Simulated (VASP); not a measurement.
# Mo (P6/mmm) in VASP: notebook, part 2 of 2

VASP 6.6.1. The steps go on from the part before.

## (3) Single point, PBEsol+D3(BJ)

This run uses another cell than the first one, of 15.90 Å³/atom, 1.021 times its volume.

File INCAR:

```
ALGO = Normal
EDIFF = 1E-6
ENCUT = 520
GGA = PS
ISIF = 2
ISMEAR = 1
IVDW = 12
LASPH = T
LCHARG = T
LELF = T
LREAL = F
LVHAR = T
LWAVE = F
NBANDS = 13
NELM = 100
PREC = Accurate
SIGMA = 0.05
```

File KPOINTS:

```
k-points
0
Gamma
  12 12 11
```

File POSCAR:

```
Mo
1.0
    2.6985391166      0.0000000000      0.0000000000
   -1.3492695583      2.3370032778      0.0000000000
    0.0000000000      0.0000000000      2.5206472937
Mo
1
Direct
    0.0000000000      0.0000000000      0.5000000000
```

Potentials or basis: VASP PAW PBE potentials, release 64 (Mo_sv).

Run with:

```
$ cat potpaw_PBE.64/Mo_sv/POTCAR > POTCAR
$ mpirun -np 1 vasp_std > vasp.out
```

OUTCAR:

```text
EDIFF = 1E-6
   ENCUT = 520
   GGA = PS
   ISIF = 2
   ISMEAR = 1
   IVDW = 12
   LASPH = T
   LREAL = F
   NELM = 100
   PREC = Accurate
 IVDW          = 12

 ion  position               nearest neighbor table
   1  0.000  0.000  0.500-

  LATTYP: Found a hexagonal cell.
 ALAT       =     2.6985391166
 C/A-ratio  =     0.9340784716

  Lattice vectors:

 A1 = (   2.6985391166,   0.0000000000,   0.0000000000)
 A2 = (  -1.3492695583,   2.3370032778,   0.0000000000)
 A3 = (   0.0000000000,   0.0000000000,   2.5206472937)

Analysis of symmetry for initial positions (statically):
=====================================================================
 Subroutine PRICEL returns:
 Original cell was already a primitive cell.

 Routine SETGRP: Setting up the symmetry group for a
 hexagonal supercell.

 Subroutine GETGRP returns: Found 24 space group operations
 (whereof 24 operations were pure point group operations)
 out of a pool of 24 trial point group operations.

The static configuration has the point symmetry D_6h.

Analysis of symmetry for dynamics (positions and initial velocities):
=====================================================================
 Subroutine PRICEL returns:
 Original cell was already a primitive cell.

 Routine SETGRP: Setting up the symmetry group for a
 hexagonal supercell.

 Subroutine GETGRP returns: Found 24 space group operations
 (whereof 24 operations were pure point group operations)
 out of a pool of 24 trial point group operations.

The dynamic configuration has the point symmetry D_6h.

 Subroutine INISYM returns: Found 24 space group operations
 (whereof 24 operations are pure point group operations),
 and found     1 'primitive' translations

----------------------------------------------------------------------------------------
[... 116 lines left out ...]
   GGA     = PS    functional components
   LHFCALC =     F    Hartree Fock is set to
   AEXX    =    0.0000 exact exchange contribution
   IVDW    =    12    specifies the selected vdW correction
   LEPSILON=     F    determine dielectric tensor
   LRPA    =     F    only Hartree local field effects (RPA)
 non-spin polarized calculation
 Methfessel and Paxton  Order N= 1 SIGMA  =   0.05
  energy-cutoff  :      520.00
  volume of cell :       15.90
 maximum number of plane-waves:       439
 NGX is ok and might be reduce to    20
   NGX =  9   NGY =  9   NGZ =  9

 number of electron      14.0000002 magnetization

 Free energy of the ion-electron system (eV)
  ---------------------------------------------------
  ext. energy  EPLUGINS =         0.00000000
  ---------------------------------------------------
  free energy    TOTEN  =       -10.85850831 eV

  energy without entropy =      -10.85854680  energy(sigma->0) =      -10.85852114

 E-fermi :  12.1136     XC(G=0): -13.3439

 val. band max:       12.1092456144   @ k =   0.1667   0.1667   0.3636
 cond. band min:      12.1163075942   @ k =   0.0833   0.0833   0.1818
 fundamental gap:      0.0070619798
 Fermi energy:        12.1135949817

 k-point     1 :       0.0000    0.0000    0.0000
  band No.  band energies     occupation
      1     -48.8990      2.00000
      2     -22.0962      2.00000
      3     -22.0962      2.00000
      4     -22.0475      2.00000
      5       5.1069      2.00000
      6       7.5018      2.00000
      7      11.0910      2.00000
      8      11.0910      2.00000
      9      16.4272      0.00000
     10      16.4272      0.00000
     11      25.0807      0.00000
     12      28.1485      0.00000
     13      33.0467      0.00000
[... 354 lines left out ...]
  band No.  band energies     occupation
      1     -48.6800      2.00000
      2     -23.2739      2.00000
      3     -22.3553      2.00000
      4     -22.0712      2.00000
      5       7.3512      2.00000
      6       8.6867      2.00000
      7      11.0179      2.00000
      8      13.8178      0.00000
      9      14.7656      0.00000
     10      15.4861      0.00000
     11      24.9524      0.00000
     12      28.6205      0.00000
     13      29.7724      0.00000

 [... further k-points ...]

------------------------ aborting loop because EDIFF is reached ----------------------------------------

 Edisp (eV)   -0.69272

 E8    (eV) :    -0.4823

  FORCE on cell =-STRESS in cart. coord.  units (eV):
  Direction    XX          YY          ZZ          XY          YZ          ZX
  --------------------------------------------------------------------------------------
  -------------------------------------------------------------------------------------
  Total       0.17412     0.17412    -0.94335     0.00000     0.00000     0.00000
  in kB      17.54910    17.54910   -95.07898     0.00000     0.00000     0.00000
  external pressure =      -19.99 kB  Pullay stress =        0.00 kB

 VOLUME and BASIS-vectors are now :
 -----------------------------------------------------------------------------
  energy-cutoff  :      520.00
  volume of cell :       15.90
      direct lattice vectors                 reciprocal lattice vectors
     2.698539117  0.000000000  0.000000000     0.370570874  0.213949208  0.000000000
    -1.349269558  2.337003278  0.000000000     0.000000000  0.427898416  0.000000000
     0.000000000  0.000000000  2.520647294     0.000000000  0.000000000  0.396723493

 POSITION                                       TOTAL-FORCE (eV/Angst)
 -----------------------------------------------------------------------------------
      0.00000      0.00000      1.26032         0.000000      0.000000      0.000000
 -----------------------------------------------------------------------------------
    total drift:                               -0.000000      0.000000     -0.000000

  FREE ENERGIE OF THE ION-ELECTRON SYSTEM (eV)
  ---------------------------------------------------
  free  energy   TOTEN  =       -11.5512305723 eV

  energy  without entropy=      -11.5512690581  energy(sigma->0) =      -11.55124340
```

Run time: 23 s. Hardware: 1 thread of Intel Xeon 8259CL, shared host; peak memory 0.15 GiB.

What came out:

* Free energy: -11.5512 eV
* Pressure: -2.0 GPa
* Band gap on the k mesh: zero (band 7 reaches 13.07 eV, above the bottom of band 8 at 11.09 eV)
* Dispersion energy per atom: -0.693 eV

Stress tensor (GPa, compression positive):
```
 1.75  0.00  0.00
 0.00  1.75  0.00
 0.00  0.00 -9.51
```

Caveat: the PAW data sets were made with another functional, which shifts forces and pressure a little; pairwise dispersion overbinds metals, which lowers pressure and volume.

## (4) Single point, PBEsol+D3(BJ)

This run uses another cell than the first one, of 16.23 Å³/atom, 1.043 times its volume.

File INCAR:

```
ALGO = Normal ; EDIFF = 1E-6
ENCUT = 520 ; GGA = PS
ISIF = 2 ; ISMEAR = 1
IVDW = 12 ; LASPH = True
LCHARG = False ; LREAL = False
LWAVE = False ; NBANDS = 13
NELM = 60 ; PREC = Accurate
SIGMA = 0.05
```

KPOINTS is that of step 3.

File POSCAR:

```
Mo
1.0
    2.7171503193      0.0000000000      0.0000000000
   -1.3585751596      2.3531210511      0.0000000000
    0.0000000000      0.0000000000      2.5380316175
Mo
1
Direct
    0.0000000000      0.0000000000      0.5000000000
```

Run with:

```
$ cat potpaw_PBE.64/Mo_sv/POTCAR > POTCAR
$ mpirun -np 1 vasp_std > vasp.out
```

Run time: 24 s. Hardware: 1 thread of Intel Xeon 8259CL, shared host; peak memory 0.15 GiB.

The run converged. Its results:

| Quantity | Value |
| --- | --- |
| Free energy | -11.5424 eV |
| Pressure | -6.6 GPa |
| Band gap on the k mesh | zero (band 7 reaches 12.73 eV, above the bottom of band 8 at 10.81 eV) |
| Dispersion energy per atom | -0.678 eV |

Stress tensor (GPa, compression positive):
```
 -3.22   0.00   0.00
  0.00  -3.22   0.00
  0.00   0.00 -13.36
```

Levels at points of the mesh, in eV from the Fermi level:
```tsv
k point	band 5	band 6	band 7	band 8	band 9	band 10
(0.00, 0.00, 0.00)	-6.94	-4.50	-0.99	-0.99	4.19	4.19
(0.50, 0.00, 0.00)	-5.11	-3.26	0.94	1.03	3.49	4.52
```

Caveat: the PAW data sets were made with another functional, which shifts forces and pressure a little; pairwise dispersion overbinds metals, which lowers pressure and volume.

## (5) Single point, PBEsol+D3(BJ)

This run uses another cell than the first one, of 16.56 Å³/atom, 1.064 times its volume.

INCAR is that of step 4.

KPOINTS is that of step 4.

File POSCAR:

```
Mo
1.0
    2.7355100000      0.0000000000      0.0000000000
   -1.3677550000      2.3690210000      0.0000000000
    0.0000000000      0.0000000000      2.5551810000
Mo
1
Direct
    0.0000000000      0.0000000000      0.5000000000
```

Potentials or basis: VASP PAW PBE potentials, release 64 (Mo_sv).

Run with:

```
$ cat potpaw_PBE.64/Mo_sv/POTCAR > POTCAR
$ mpirun -np 1 vasp_std > vasp.out
```

OUTCAR:

```text
EDIFF = 1E-6
   ENCUT = 520
   GGA = PS
   ISIF = 2
   ISMEAR = 1
   IVDW = 12
   LASPH = True
   LREAL = False
   NELM = 60
   PREC = Accurate
 IVDW          = 12

 ion  position               nearest neighbor table
   1  0.000  0.000  0.500-

  LATTYP: Found a hexagonal cell.
 ALAT       =     2.7355100000
 C/A-ratio  =     0.9340784717

  Lattice vectors:

 A1 = (   2.7355100000,   0.0000000000,   0.0000000000)
 A2 = (  -1.3677550000,   2.3690210000,   0.0000000000)
 A3 = (   0.0000000000,   0.0000000000,   2.5551810000)

Analysis of symmetry for initial positions (statically):
=====================================================================
 Subroutine PRICEL returns:
 Original cell was already a primitive cell.

 Routine SETGRP: Setting up the symmetry group for a
 hexagonal supercell.

 Subroutine GETGRP returns: Found 24 space group operations
 (whereof 24 operations were pure point group operations)
 out of a pool of 24 trial point group operations.

The static configuration has the point symmetry D_6h.

Analysis of symmetry for dynamics (positions and initial velocities):
=====================================================================
 Subroutine PRICEL returns:
 Original cell was already a primitive cell.

 Routine SETGRP: Setting up the symmetry group for a
 hexagonal supercell.

 Subroutine GETGRP returns: Found 24 space group operations
 (whereof 24 operations were pure point group operations)
 out of a pool of 24 trial point group operations.

The dynamic configuration has the point symmetry D_6h.

 Subroutine INISYM returns: Found 24 space group operations
 (whereof 24 operations are pure point group operations),
 and found     1 'primitive' translations

----------------------------------------------------------------------------------------

                                     Primitive cell

  volume of cell :      16.5588

  direct lattice vectors                    reciprocal lattice vectors
     2.735510000  0.000000000  0.000000000     0.365562546  0.211057648  0.000000000
    -1.367755000  2.369021000  0.000000000     0.000000000  0.422115296  0.000000000
     0.000000000  0.000000000  2.555181000     0.000000000  0.000000000  0.391361708

  length of vectors
     2.735510000  2.735509868  2.555181000     0.422115275  0.422115296  0.391361708

  position of ions in fractional coordinates (direct lattice)
     0.000000000  0.000000000  0.500000000

  ion indices of the primitive-cell ions
   primitive index   ion index
                 1           1

----------------------------------------------------------------------------------------

 KPOINTS: k-points

Automatic generation of k-mesh.
 Grid dimensions read from file:
 generate k-points for:   12   12   11

 Generating k-lattice:

  Cartesian coordinates                     Fractional coordinates (reciprocal lattice)
     0.030463545  0.017588137  0.000000000     0.083333333  0.000000000  0.000000000
     0.000000000  0.035176275  0.000000000     0.000000000  0.083333333  0.000000000
     0.000000000  0.000000000  0.035578337     0.000000000  0.000000000  0.090909091

  Length of vectors
     0.035176273  0.035176275  0.035578337

  Shift w.r.t. Gamma in fractional coordinates (k-lattice)
     0.000000000  0.000000000  0.000000000

 Subroutine IBZKPT returns following result:
 ===========================================

 Found    114 irreducible k-points:

 Following reciprocal coordinates:
            Coordinates               Weight
  0.000000  0.000000  0.000000      1.000000
  0.083333 -0.000000  0.000000      6.000000
  0.166667  0.000000  0.000000      6.000000
  0.250000 -0.000000  0.000000      6.000000
  0.333333 -0.000000  0.000000      6.000000
  0.416667 -0.000000  0.000000      6.000000
[... 16 lines left out ...]
  0.250000 -0.000000  0.090909     12.000000
  0.333333 -0.000000  0.090909     12.000000
 [... further k-points ...]
   k-points           NKPTS =    114   k-points in BZ     NKDIM =    114   number of bands    NBANDS=     13
   number of dos      NEDOS =    301   number of ions     NIONS =      1
   total plane-waves  NPLWV =   8000
   dimension x,y,z NGX =    20 NGY =   20 NGZ =   20
   dimension x,y,z NGXF=    40 NGYF=   40 NGZF=   40
   ions per type =               1
   NGX,Y,Z   is equivalent  to a cutoff of  12.15, 12.15, 13.01 a.u.
   NGXF,Y,Z  is equivalent  to a cutoff of  24.31, 24.31, 26.02 a.u.
 SYSTEM =  unknown system
   PREC   = accura    normal or accurate (medium, high low for compatibility)
   ISTART =      0    job   : 0-new  1-cont  2-samecut
   ICHARG =      2    charge: 1-file 2-atom 10-const
   ISPIN  =      1    spin polarized calculation?
   LNONCOLLINEAR =      F non collinear calculations
   LSORBIT =      F    spin-orbit coupling
   LASPH  =      T    aspherical Exc in radial PAW
   ENCUT  =  520.0 eV  38.22 Ry    6.18 a.u.   5.09  5.09  4.75*2*pi/ulx,y,z
   NELM   =     60;   NELMIN=  2; NELMDL= -5     # of ELM steps
   EDIFF  = 0.1E-05   stopping-criterion for ELM
   LREAL  =      F    real-space projection
   EDIFFG = 0.1E-04   stopping-criterion for IOM
   NSW    =      0    number of steps for IOM
   IBRION =     -1    ionic relax: 0-MD 1-quasi-New 2-CG
   NFREE  =      0    steps in history (QN), initial steepest desc. (CG)
   ISIF   =      2    stress and relaxation
   ISYM   =      2    0-nonsym 1-usesym 2-fastsym
   POTIM  = 0.5000    time-step for ionic-motion
   TEBEG  =    0.0;   TEEND  =   0.0 temperature during run
   PSTRESS=    0.0 pullay stress
   NELECT =      14.0000    total number of electrons
   NUPDOWN=      -1.0000    fix difference up-down
   EMIN   =  10.00;   EMAX   =-10.00  energy-range for DOS
   EFERMI =   0.00;   METHOD = LEGACY
   ISMEAR =     1;   SIGMA  =   0.05  broadening in eV -4-tet -1-fermi 0-gaus
   EFERMI_NEDOS =   21; number of points for ismear=-14 and -15
   IALGO  =     38    algorithm
   IMIX   =      4    mixing-type and parameters
     AMIX     =   0.40;   BMIX     =  1.00
     AMIX_MAG =   1.60;   BMIX_MAG =  1.00
  volume/ion in A,a.u.               =      16.56       111.74
  Fermi-wavevector in a.u.,A,eV,Ry     =   1.548013  2.925320 32.604234  2.396344
  Thomas-Fermi vector in A             =   2.653024
   LORBIT       =      0    0 simple, 1 ext, 2 COOP (PROOUT), +10 PAW based schemes
   GGA     = PS    functional components
   LHFCALC =     F    Hartree Fock is set to
   AEXX    =    0.0000 exact exchange contribution
   IVDW    =    12    specifies the selected vdW correction
   LEPSILON=     F    determine dielectric tensor
   LRPA    =     F    only Hartree local field effects (RPA)
 non-spin polarized calculation
 Methfessel and Paxton  Order N= 1 SIGMA  =   0.05
  energy-cutoff  :      520.00
  volume of cell :       16.56
 maximum number of plane-waves:       460
   NGX = 11   NGY = 11   NGZ =  9

 number of electron      14.0000002 magnetization

 Free energy of the ion-electron system (eV)
  ---------------------------------------------------
  ext. energy  EPLUGINS =         0.00000000
  ---------------------------------------------------
  free energy    TOTEN  =       -10.86015157 eV

  energy without entropy =      -10.86014852  energy(sigma->0) =      -10.86015056

 E-fermi :  11.4895     XC(G=0): -13.1166

 val. band max:       11.4702764448   @ k =   0.5000  -0.0000   0.3636
 cond. band min:      11.4897749095   @ k =   0.2500   0.1667   0.3636
 fundamental gap:      0.0194984647
 Fermi energy:        11.4894797850

 k-point     1 :       0.0000    0.0000    0.0000
  band No.  band energies     occupation
      1     -49.5100      2.00000
      2     -22.8034      2.00000
      3     -22.8034      2.00000
      4     -22.7702      2.00000
      5       4.6084      2.00000
      6       7.0982      2.00000
      7      10.5396      2.00000
      8      10.5396      2.00000
      9      15.5522      0.00000
     10      15.5522      0.00000
     11      24.4356      0.00000
     12      27.1669      0.00000
     13      31.9400      0.00000
[... 353 lines left out ...]
 k-point    24 :       0.3333   -0.0000    0.0909
  band No.  band energies     occupation
      1     -49.3231      2.00000
      2     -23.8412      2.00000
      3     -23.0326      2.00000
      4     -22.7928      2.00000
      5       6.9035      2.00000
      6       8.1860      2.00000
      7      10.4008      2.00000
      8      13.0960      0.00000
      9      14.0127      0.00000
     10      14.6766      0.00000
     11      23.8822      0.00000
     12      27.5379      0.00000
     13      28.7968      0.00000

 [... further k-points ...]

------------------------ aborting loop because EDIFF is reached ----------------------------------------

 Edisp (eV)   -0.66443

 E8    (eV) :    -0.4625

  FORCE on cell =-STRESS in cart. coord.  units (eV):
  Direction    XX          YY          ZZ          XY          YZ          ZX
  --------------------------------------------------------------------------------------
  -------------------------------------------------------------------------------------
  Total      -0.79496    -0.79495    -1.74313     0.00000     0.00000     0.00000
  in kB     -76.91734   -76.91733  -168.66006     0.00000     0.00000     0.00000
  external pressure =     -107.50 kB  Pullay stress =        0.00 kB

 VOLUME and BASIS-vectors are now :
 -----------------------------------------------------------------------------
  energy-cutoff  :      520.00
  volume of cell :       16.56
      direct lattice vectors                 reciprocal lattice vectors
     2.735510000  0.000000000  0.000000000     0.365562546  0.211057648  0.000000000
    -1.367755000  2.369021000  0.000000000     0.000000000  0.422115296  0.000000000
     0.000000000  0.000000000  2.555181000     0.000000000  0.000000000  0.391361708

 POSITION                                       TOTAL-FORCE (eV/Angst)
 -----------------------------------------------------------------------------------
      0.00000      0.00000      1.27759         0.000000      0.000000      0.000000
 -----------------------------------------------------------------------------------
    total drift:                               -0.000000      0.000000     -0.000000

  FREE ENERGIE OF THE ION-ELECTRON SYSTEM (eV)
  ---------------------------------------------------
  free  energy   TOTEN  =       -11.5245773850 eV

  energy  without entropy=      -11.5245743359  energy(sigma->0) =      -11.52457637
```

Wall time 25 s (1 thread of Intel Xeon 8259CL, shared host); peak memory 0.15 GiB.

What came out:

* Free energy: -11.5246 eV
* Pressure: -10.7 GPa
* Band gap on the k mesh: zero (band 7 reaches 12.41 eV, above the bottom of band 8 at 10.54 eV)
* Dispersion energy per atom: -0.664 eV

Stress tensor (GPa, compression positive):
```
 -7.69   0.00   0.00
  0.00  -7.69   0.00
  0.00   0.00 -16.87
```

Levels at points of the mesh, in eV from the Fermi level:
| k point | band 3 | band 4 | band 5 | band 6 | band 7 | band 8 | band 9 | band 10 | band 11 | band 12 |
| --- | --- | --- | --- | --- | --- | --- | --- | --- | --- | --- |
| (0.00, 0.00, 0.00) | -34.29 | -34.26 | -6.88 | -4.39 | -0.95 | -0.95 | 4.06 | 4.06 | 12.95 | 15.68 |
| (0.50, 0.00, 0.00) | -34.61 | -34.10 | -4.99 | -3.21 | 0.92 | 0.98 | 3.39 | 4.39 | 10.10 | 13.36 |

Caveat: the PAW data sets were made with another functional, which shifts forces and pressure a little; pairwise dispersion overbinds metals, which lowers pressure and volume.

## (6) Overview

| cell | gap on the mesh (eV) | pressure (GPa) |
| --- | --- | --- |
| a = 2.680, b = 2.680, c = 2.503 Å, angles 90.0, 90.0, 120.0°, 1 atom | none | 3.1 |
| a = 2.699, b = 2.699, c = 2.521 Å, angles 90.0, 90.0, 120.0°, 1 atom | none | -2.0 |
| a = 2.717, b = 2.717, c = 2.538 Å, angles 90.0, 90.0, 120.0°, 1 atom | none | -6.6 |
| a = 2.736, b = 2.736, c = 2.555 Å, angles 90.0, 90.0, 120.0°, 1 atom | none | -10.7 |

Alike in all rows: task single point; level PBEsol+D3(BJ); potentials or basis VASP PAW PBE potentials, release 64 (Mo_sv); no spin polarisation; k mesh 12 × 12 × 11; cutoff (eV) 520; smearing methfessel-paxton 0.05 eV.

Caveats: the PAW data sets were made with another functional, which shifts forces and pressure a little; pairwise dispersion overbinds metals, which lowers pressure and volume.

Total energies depend on the potentials used, so only differences within one code and one set of settings carry meaning.
